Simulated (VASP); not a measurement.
# NiO (Fm-3m) in VASP: a series of runs, part 2 of 3

VASP 6.6.1. Earlier steps stand in the parts before.

## Step 3: Single point, r2SCAN, collinear spin, ferromagnetic start

POSCAR

```
NiO
1.0
    0.0000000000      2.0942116207      2.0942116207
    2.0942116207      0.0000000000      2.0942116207
    2.0942116207      2.0942116207      0.0000000000
Ni O
1 1
Direct
    0.0000000000      0.0000000000      0.0000000000
    0.5000000000      0.5000000000      0.5000000000
```

INCAR.step1

```
PREC     = Accurate       # precision mode
ENCUT    = 520            # plane-wave cutoff, eV
ISMEAR   = 0              # smearing method
SIGMA    = 0.02           # smearing width, eV
LREAL    = F              # projectors in reciprocal space
LASPH    = T              # aspherical terms in the spheres
NELM     = 150            # most SCF steps
ISPIN    = 2              # spin polarisation
MAGMOM   = 1.84 0.31      # initial moments
LMAXMIX  = 4              # l up to which the mixer works
NBANDS   = 19             # bands
GGA      = PE             # functional
ALGO     = Normal         # electronic algorithm
EDIFF    = 1E-4           # SCF threshold, eV
LWAVE    = T              # write WAVECAR
LCHARG   = F              # write CHGCAR
```

INCAR.step2

```
PREC     = Accurate       # precision mode
ENCUT    = 520            # plane-wave cutoff, eV
EDIFF    = 1E-7           # SCF threshold, eV
ISMEAR   = 0              # smearing method
SIGMA    = 0.02           # smearing width, eV
LREAL    = F              # projectors in reciprocal space
LASPH    = T              # aspherical terms in the spheres
NELM     = 150            # most SCF steps
ALGO     = Normal         # electronic algorithm
ISIF     = 2              # what is computed and relaxed
LWAVE    = F              # write WAVECAR
LCHARG   = F              # write CHGCAR
ISPIN    = 2              # spin polarisation
MAGMOM   = 1.84 0.31      # initial moments
LORBIT   = 11             # projections on sites
LMAXMIX  = 4              # l up to which the mixer works
METAGGA  = R2SCAN         # meta-GGA
LMIXTAU  = T            
NBANDS   = 19             # bands
ISTART   = 1
```

KPOINTS

```
regular mesh
0
Gamma
  12 12 12
```

Potentials or basis: VASP PAW PBE potentials, release 64 (Ni, O).

Run with:

```bash
$ cat potpaw_PBE.64/Ni/POTCAR potpaw_PBE.64/O/POTCAR > POTCAR
$ cp INCAR.step1 INCAR
$ mpirun -np 1 vasp_std > vasp.out
$ cp INCAR.step2 INCAR
$ mpirun -np 1 vasp_std > vasp.out
```

OUTCAR:

```text
PREC = Accurate
   ENCUT = 520
   EDIFF = 1E-7
   ISMEAR = 0
   LREAL = F
   LASPH = T
   NELM = 150
   ISIF = 2
   ISPIN = 2
   LORBIT = 11
   METAGGA = R2SCAN
   ISTART = 1

 ion  position               nearest neighbor table
   1  0.000  0.000  0.000-   2 2.09   2 2.09   2 2.09   2 2.09   2 2.09   2 2.09
   2  0.500  0.500  0.500-   1 2.09   1 2.09   1 2.09   1 2.09   1 2.09   1 2.09

  LATTYP: Found a face centered cubic cell.
 ALAT       =     4.1884232414

  Lattice vectors:

 A1 = (   0.0000000000,   2.0942116207,   2.0942116207)
 A2 = (   2.0942116207,   0.0000000000,   2.0942116207)
[... 1271 lines left out ...]

 VOLUME and BASIS-vectors are now :
 -----------------------------------------------------------------------------
  energy-cutoff  :      520.00
  volume of cell :       18.37
      direct lattice vectors                 reciprocal lattice vectors
     0.000000000  2.094211621  2.094211621    -0.238753331  0.238753331  0.238753331
     2.094211621  0.000000000  2.094211621     0.238753331 -0.238753331  0.238753331
     2.094211621  2.094211621  0.000000000     0.238753331  0.238753331 -0.238753331

 POSITION                                       TOTAL-FORCE (eV/Angst)
 -----------------------------------------------------------------------------------
      0.00000      0.00000      0.00000         0.000000      0.000000      0.000000
      2.09421      2.09421      2.09421         0.000000      0.000000      0.000000
 -----------------------------------------------------------------------------------
    total drift:                                0.000000     -0.000000     -0.000000

  FREE ENERGIE OF THE ION-ELECTRON SYSTEM (eV)
  ---------------------------------------------------
  free  energy   TOTEN  =       -20.1109143132 eV

  energy  without entropy=      -20.1109143132  energy(sigma->0) =      -20.11091431

 total charge

# of ion       s       p       d       tot
------------------------------------------
    1        0.334   0.413   8.167   8.913
    2        1.555   3.491   0.000   5.045
--------------------------------------------------
tot          1.889   3.903   8.167  13.959

 magnetization (x)

# of ion       s       p       d       tot
------------------------------------------
    1        0.011   0.012   1.671   1.693
    2        0.028   0.248   0.000   0.276
--------------------------------------------------
tot          0.039   0.259   1.671   1.969
```

OUTCAR.step1:

```text
PREC = Accurate
   ENCUT = 520
   ISMEAR = 0
   LREAL = F
   LASPH = T
[... 1298 lines left out ...]
 -----------------------------------------------------------------------------------
      0.00000      0.00000      0.00000         0.000000      0.000000      0.000000
      2.09421      2.09421      2.09421        -0.000000      0.000000     -0.000000
 -----------------------------------------------------------------------------------
    total drift:                                0.000000     -0.000000     -0.000000

  FREE ENERGIE OF THE ION-ELECTRON SYSTEM (eV)
  ---------------------------------------------------
  free  energy   TOTEN  =       -11.4750524129 eV

  energy  without entropy=      -11.4747417700  energy(sigma->0) =      -11.47489709
```

OSZICAR.step1:

```text
N       E                     dE             d eps       ncg     rms          rms(c)
DAV:   1     0.839557090443E+02    0.83956E+02   -0.72640E+03  5859   0.105E+03
DAV:   2    -0.849933660524E+01   -0.92455E+02   -0.80573E+02  5656   0.236E+02
DAV:   3    -0.137435512640E+02   -0.52442E+01   -0.50662E+01  6272   0.565E+01
DAV:   4    -0.137899913568E+02   -0.46440E-01   -0.46403E-01  6049   0.517E+00
DAV:   5    -0.137907319870E+02   -0.74063E-03   -0.74057E-03  6275   0.646E-01    0.150E+01
DAV:   6    -0.126857912157E+02    0.11049E+01   -0.12609E+01  7126   0.612E+01    0.188E+01
DAV:   7    -0.115032195265E+02    0.11826E+01   -0.42882E+00  6949   0.476E+01    0.631E+00
DAV:   8    -0.114802560859E+02    0.22963E-01   -0.21359E-01  6942   0.678E+00    0.377E+00
DAV:   9    -0.114754444336E+02    0.48117E-02   -0.30865E-02  8193   0.296E+00    0.103E+00
DAV:  10    -0.114751063124E+02    0.33812E-03   -0.49983E-03  6146   0.820E-01    0.249E-01
DAV:  11    -0.114750524129E+02    0.53900E-04   -0.32134E-04  6225   0.324E-01
   1 F= -.11475052E+02 E0= -.11474897E+02  d E =-.310643E-03  mag=     1.6818
```

Wall time 2 min (1 thread of Intel Xeon Platinum 8488C (Sapphire Rapids), shared host); peak memory 0.18 GiB.

What came out:

- Free energy: -20.1109 eV
- Pressure: 0.1 GPa
- Band gap on the k mesh: 0.74 eV, indirect (least direct gap 1.75 eV)
- Net moment: 2.00 μB per cell
- Site moments: Ni +1.69; O +0.28 μB
- Valence electrons inside the program's atomic spheres: Ni 8.91; O 5.04

Caveat: the PAW data sets were made with another functional, which shifts forces and pressure a little; a cell with one magnetic atom can't hold antiferromagnetic order, which such compounds often take. A k mesh can miss the band edges.

## Step 4: Single point, r2SCAN, collinear spin, ferromagnetic start

POSCAR is that of step 3.

INCAR.step1

```
SYSTEM = NiO
PREC = Accurate ; ENCUT = 520
ISMEAR = 0 ; SIGMA = 0.02
LREAL = .False. ; LASPH = .True.
NELM = 150 ; ISPIN = 2
MAGMOM = 1.84 0.31 ; LMAXMIX = 4
NBANDS = 19 ; GGA = PE
ALGO = Normal ; EDIFF = 1E-4
LWAVE = .True. ; LCHARG = .False.
```

INCAR.step2

```
SYSTEM = NiO
PREC = Accurate ; ENCUT = 520
EDIFF = 1E-6 ; ISMEAR = 0
SIGMA = 0.02 ; LREAL = .False.
LASPH = .True. ; NELM = 150
ALGO = Normal ; ISIF = 2
LWAVE = .False. ; LCHARG = .True.
ISPIN = 2 ; MAGMOM = 1.84 0.31
LORBIT = 11 ; LMAXMIX = 4
METAGGA = R2SCAN ; LMIXTAU = .True.
LELF = .True. ; LVHAR = .True.
NBANDS = 19 ; ISTART = 1
```

KPOINTS

```
Automatic mesh
0
Gamma
  12 12 12
  0 0 0
```

Potentials or basis: VASP PAW PBE potentials, release 64 (Ni, O).

Run with:

```bash
$ cat potpaw_PBE.64/Ni/POTCAR potpaw_PBE.64/O/POTCAR > POTCAR
$ cp INCAR.step1 INCAR
$ mpirun -np 1 vasp_std > vasp.out
$ cp INCAR.step2 INCAR
$ mpirun -np 1 vasp_std > vasp.out
```

OUTCAR:

```text
SYSTEM = NiO
   PREC = Accurate
   ENCUT = 520
   EDIFF = 1E-6
   ISMEAR = 0
   LREAL = .False.
   LASPH = .True.
   NELM = 150
   ISIF = 2
   ISPIN = 2
   LORBIT = 11
   METAGGA = R2SCAN
   ISTART = 1

 ion  position               nearest neighbor table
   1  0.000  0.000  0.000-   2 2.09   2 2.09   2 2.09   2 2.09   2 2.09   2 2.09
   2  0.500  0.500  0.500-   1 2.09   1 2.09   1 2.09   1 2.09   1 2.09   1 2.09

  LATTYP: Found a face centered cubic cell.
 ALAT       =     4.1884232414

  Lattice vectors:

 A1 = (   0.0000000000,   2.0942116207,   2.0942116207)
 A2 = (   2.0942116207,   0.0000000000,   2.0942116207)
 A3 = (   2.0942116207,   2.0942116207,   0.0000000000)

Analysis of symmetry for initial positions (statically):
=====================================================================
 Subroutine PRICEL returns:
 Original cell was already a primitive cell.

 Routine SETGRP: Setting up the symmetry group for a
 face centered cubic supercell.

 Subroutine GETGRP returns: Found 48 space group operations
 (whereof 48 operations were pure point group operations)
 out of a pool of 48 trial point group operations.

The static configuration has the point symmetry O_h .

Analysis of symmetry for dynamics (positions and initial velocities):
=====================================================================
 Subroutine PRICEL returns:
 Original cell was already a primitive cell.

 Routine SETGRP: Setting up the symmetry group for a
 face centered cubic supercell.

 Subroutine GETGRP returns: Found 48 space group operations
 (whereof 48 operations were pure point group operations)
 out of a pool of 48 trial point group operations.

The dynamic configuration has the point symmetry O_h .

Analysis of structural, dynamic, and magnetic symmetry:
=====================================================================
 Subroutine PRICEL returns:
 Original cell was already a primitive cell.

 Routine SETGRP: Setting up the symmetry group for a
 face centered cubic supercell.

 Subroutine GETGRP returns: Found 48 space group operations
 (whereof 48 operations were pure point group operations)
 out of a pool of 48 trial point group operations.

The overall configuration has the point symmetry O_h .

 Subroutine INISYM returns: Found 48 space group operations
 (whereof 48 operations are pure point group operations),
 and found     1 'primitive' translations

----------------------------------------------------------------------------------------

                                     Primitive cell

  volume of cell :      18.3693

  direct lattice vectors                    reciprocal lattice vectors
     0.000000000  2.094211621  2.094211621    -0.238753331  0.238753331  0.238753331
     2.094211621  0.000000000  2.094211621     0.238753331 -0.238753331  0.238753331
     2.094211621  2.094211621  0.000000000     0.238753331  0.238753331 -0.238753331

  length of vectors
     2.961662476  2.961662476  2.961662476     0.413532900  0.413532900  0.413532900

  position of ions in fractional coordinates (direct lattice)
     0.000000000  0.000000000  0.000000000
     0.500000000  0.500000000  0.500000000

  ion indices of the primitive-cell ions
   primitive index   ion index
[... 61 lines left out ...]
   ions per type =               1   1
   NGX,Y,Z   is equivalent  to a cutoff of  13.47, 13.47, 13.47 a.u.
   NGXF,Y,Z  is equivalent  to a cutoff of  26.94, 26.94, 26.94 a.u.
 SYSTEM =  NiO
   PREC   = accura    normal or accurate (medium, high low for compatibility)
   ISTART =      1    job   : 0-new  1-cont  2-samecut
   ICHARG =      0    charge: 1-file 2-atom 10-const
   ISPIN  =      2    spin polarized calculation?
   LNONCOLLINEAR =      F non collinear calculations
   LSORBIT =      F    spin-orbit coupling
   LASPH  =      T    aspherical Exc in radial PAW
   ENCUT  =  520.0 eV  38.22 Ry    6.18 a.u.   5.51  5.51  5.51*2*pi/ulx,y,z
   NELM   =    150;   NELMIN=  2; NELMDL=  0     # of ELM steps
   EDIFF  = 0.1E-05   stopping-criterion for ELM
[... 15 lines left out ...]
   EFERMI_NEDOS =   21; number of points for ismear=-14 and -15
   IALGO  =     38    algorithm
   IMIX   =      4    mixing-type and parameters
     AMIX     =   0.40;   BMIX     =  1.00
     AMIX_MAG =   1.60;   BMIX_MAG =  1.00
  volume/ion in A,a.u.               =       9.18        61.98
  Fermi-wavevector in a.u.,A,eV,Ry     =   1.563451  2.954494 33.257794  2.444379
  Thomas-Fermi vector in A             =   2.666220
   LORBIT       =     11    0 simple, 1 ext, 2 COOP (PROOUT), +10 PAW based schemes
   METAGGA = R2SCAN    functional components
   LHFCALC =     F    Hartree Fock is set to
   AEXX    =    0.0000 exact exchange contribution
   IVDW    =     0    specifies the selected vdW correction
   LEPSILON=     F    determine dielectric tensor
   LRPA    =     F    only Hartree local field effects (RPA)
 spin polarized calculation
 Gauss-broadening in eV      SIGMA  =   0.02
  energy-cutoff  :      520.00
  volume of cell :       18.37
 maximum number of plane-waves:       531
 NGX is ok and might be reduce to    24
   NGX = 11   NGY = 11   NGZ = 11

 number of electron      16.0000007 magnetization       2.0000357

 Free energy of the ion-electron system (eV)
  ---------------------------------------------------
  ext. energy  EPLUGINS =         0.00000000
  ---------------------------------------------------
  free energy    TOTEN  =       -20.11091443 eV

  energy without entropy =      -20.11091443  energy(sigma->0) =      -20.11091443

 E-fermi :   7.4821     XC(G=0): -13.3535

 val. band max:        7.3853407133   @ k =   0.5000   0.0000   0.0000
 cond. band min:       8.1256646848   @ k =   0.0000   0.0000   0.0000
 fundamental gap:      0.7403239715
 Fermi energy:         7.4820655211

 spin component 1

 k-point     1 :       0.0000    0.0000    0.0000
  band No.  band energies     occupation
      1     -13.6167      1.00000
      2       3.4185      1.00000
      3       3.4185      1.00000
      4       4.3109      1.00000
      5       4.3110      1.00000
      6       4.3110      1.00000
[... 517 lines left out ...]
     18      38.9297      0.00000
     19      39.1662      0.00000

 [... further k-points ...]

 spin component 2

 k-point     1 :       0.0000    0.0000    0.0000
  band No.  band energies     occupation
      1     -13.0848      1.00000
      2       5.1957      1.00000
      3       5.1960      1.00000
      4       5.1961      1.00000
      5       5.3181      1.00000
      6       5.3182      1.00000
[... 517 lines left out ...]
     18      39.6189      0.00000
     19      39.9144      0.00000

 [... further k-points ...]
[... 5 lines left out ...]
  --------------------------------------------------------------------------------------
  -------------------------------------------------------------------------------------
  Total        0.0139844      0.0139844      0.0139844      0.0000000     -0.0000000      0.0000000
  in kB        1.2197290      1.2197290      1.2197290      0.0000000     -0.0000000      0.0000000
  external PRESSURE =       1.2197290 kB  Pullay stress =       0.0000000 kB

 VOLUME and BASIS-vectors are now :
 -----------------------------------------------------------------------------
  energy-cutoff  :      520.00
  volume of cell :       18.37
      direct lattice vectors                 reciprocal lattice vectors
     0.000000000  2.094211621  2.094211621    -0.238753331  0.238753331  0.238753331
     2.094211621  0.000000000  2.094211621     0.238753331 -0.238753331  0.238753331
     2.094211621  2.094211621  0.000000000     0.238753331  0.238753331 -0.238753331

 POSITION                                       TOTAL-FORCE (eV/Angst)
 -----------------------------------------------------------------------------------
      0.00000      0.00000      0.00000         0.000000     -0.000000     -0.000000
      2.09421      2.09421      2.09421         0.000000      0.000000      0.000000
 -----------------------------------------------------------------------------------
    total drift:                                0.000000     -0.000000     -0.000000

  FREE ENERGIE OF THE ION-ELECTRON SYSTEM (eV)
  ---------------------------------------------------
  free  energy   TOTEN  =       -20.1109144285 eV

  energy  without entropy=      -20.1109144285  energy(sigma->0) =      -20.11091443

 total charge

# of ion       s       p       d       tot
------------------------------------------
    1        0.334   0.413   8.167   8.913
    2        1.555   3.491   0.000   5.045
--------------------------------------------------
tot          1.889   3.903   8.167  13.959

 magnetization (x)

# of ion       s       p       d       tot
------------------------------------------
    1        0.011   0.012   1.671   1.693
    2        0.028   0.248   0.000   0.276
--------------------------------------------------
tot          0.039   0.259   1.671   1.969
```

Run time: 1.8 min. Hardware: 1 thread of Intel Xeon Platinum 8488C (Sapphire Rapids), shared host; peak memory 0.18 GiB.

Results:

```
Free energy                                           : -20.1109 eV
Pressure                                              : 0.1 GPa
Band gap on the k mesh                                : 0.74 eV, indirect (least direct gap 1.75 eV)
Net moment                                            : 2.00 μB per cell
Site moments                                          : Ni +1.69; O +0.28 μB
Valence electrons inside the program's atomic spheres : Ni 8.91; O 5.04
```

Levels at points of the mesh, in eV from the valence-band top:
Spin up:
| k point | band 6 | band 7 | band 8 | band 9 | band 10 | band 11 | band 12 | band 13 |
| --- | --- | --- | --- | --- | --- | --- | --- | --- |
| (0.00, 0.00, 0.00) | -3.07 | -2.75 | -2.75 | -2.75 | 2.16 | 18.80 | 19.62 | 19.62 |
| (0.50, 0.00, 0.00) | -2.49 | -1.82 | 0.00 | 0.00 | 6.35 | 10.87 | 14.85 | 14.85 |
| (0.50, 0.50, 0.00) | -3.67 | -3.12 | -2.17 | -2.17 | 6.77 | 11.60 | 12.75 | 17.69 |
Spin down:
| k point | band 4 | band 5 | band 6 | band 7 | band 8 | band 9 | band 10 | band 11 |
| --- | --- | --- | --- | --- | --- | --- | --- | --- |
| (0.00, 0.00, 0.00) | -2.19 | -2.07 | -2.07 | -2.07 | 0.74 | 0.74 | 2.71 | 18.89 |
| (0.50, 0.00, 0.00) | -4.35 | -1.25 | -1.25 | -0.88 | 3.49 | 3.49 | 6.65 | 11.69 |
| (0.50, 0.50, 0.00) | -3.49 | -3.05 | -1.20 | -1.20 | 1.20 | 1.74 | 7.41 | 12.21 |

Caveat: the PAW data sets were made with another functional, which shifts forces and pressure a little; a cell with one magnetic atom can't hold antiferromagnetic order, which such compounds often take. A k mesh can miss the band edges.

## Step 5: Single point, r2SCAN, collinear spin, ferromagnetic start (volume scaled by 1.03)

POSCAR

```
NiO
1.0
    0.0000000000      2.1149477378      2.1149477378
    2.1149477378      0.0000000000      2.1149477378
    2.1149477378      2.1149477378      0.0000000000
Ni O
1 1
Direct
    0.0000000000      0.0000000000      0.0000000000
    0.5000000000      0.5000000000      0.5000000000
```

INCAR.step1

```
PREC = Accurate ; ENCUT = 520
ISMEAR = 0 ; SIGMA = 0.02
LREAL = F ; LASPH = T
NELM = 150 ; ISPIN = 2
MAGMOM = 1.84 0.31 ; LMAXMIX = 4
NBANDS = 19 ; GGA = PE
ALGO = Normal ; EDIFF = 1E-4
LWAVE = T ; LCHARG = F
```

INCAR.step2

```
PREC = Accurate ; ENCUT = 520
EDIFF = 1E-7 ; ISMEAR = 0
SIGMA = 0.02 ; LREAL = F
LASPH = T ; NELM = 150
ALGO = Normal ; ISIF = 2
LWAVE = F ; LCHARG = F
ISPIN = 2 ; MAGMOM = 1.84 0.31
LORBIT = 11 ; LMAXMIX = 4
METAGGA = R2SCAN ; LMIXTAU = T
NBANDS = 19 ; ISTART = 1
```

KPOINTS

```
Automatic mesh
0
Gamma
  12 12 12
```

Run with:

```bash
$ cat potpaw_PBE.64/Ni/POTCAR potpaw_PBE.64/O/POTCAR > POTCAR
$ cp INCAR.step1 INCAR
$ mpirun -np 1 vasp_std > vasp.out
$ cp INCAR.step2 INCAR
$ mpirun -np 1 vasp_std > vasp.out
```

Wall time 1.8 min (1 thread of Intel Xeon Platinum 8488C (Sapphire Rapids), shared host); peak memory 0.18 GiB.

Results (log left out):

```
Free energy                                           : -20.1014 eV
Pressure                                              : -5.9 GPa
Band gap on the k mesh                                : 0.84 eV, indirect (least direct gap 1.78 eV)
Net moment                                            : 2.00 μB per cell
Site moments                                          : Ni +1.70; O +0.27 μB
Valence electrons inside the program's atomic spheres : Ni 8.86; O 5.03
```

Levels at points of the mesh, in eV from the valence-band top:
Spin up:
```csv
k point,band 5,band 6,band 7,band 8,band 9,band 10,band 11,band 12,band 13,band 14
"(0.00, 0.00, 0.00)",-2.97,-2.97,-2.57,-2.57,-2.57,2.04,18.73,19.45,19.45,19.45
"(0.50, 0.00, 0.00)",-2.43,-2.43,-1.77,0.00,0.00,6.33,10.62,14.71,14.71,21.74
"(0.50, 0.50, 0.00)",-3.68,-3.60,-3.10,-2.12,-2.12,6.63,11.45,12.68,17.38,17.38
```
Spin down:
| k point | band 3 | band 4 | band 5 | band 6 | band 7 | band 8 | band 9 | band 10 | band 11 | band 12 |
| --- | --- | --- | --- | --- | --- | --- | --- | --- | --- | --- |
| (0.00, 0.00, 0.00) | -2.08 | -2.08 | -1.90 | -1.90 | -1.90 | 0.84 | 0.84 | 2.59 | 18.82 | 19.78 |
| (0.50, 0.00, 0.00) | -4.10 | -4.10 | -1.19 | -1.19 | -0.83 | 3.46 | 3.46 | 6.63 | 11.44 | 15.11 |
| (0.50, 0.50, 0.00) | -3.28 | -3.28 | -2.89 | -1.15 | -1.15 | 1.27 | 1.75 | 7.27 | 12.05 | 13.03 |

Caveat: the PAW data sets were made with another functional, which shifts forces and pressure a little; a cell with one magnetic atom can't hold antiferromagnetic order, which such compounds often take.

(Continued in part 3 of 3.)
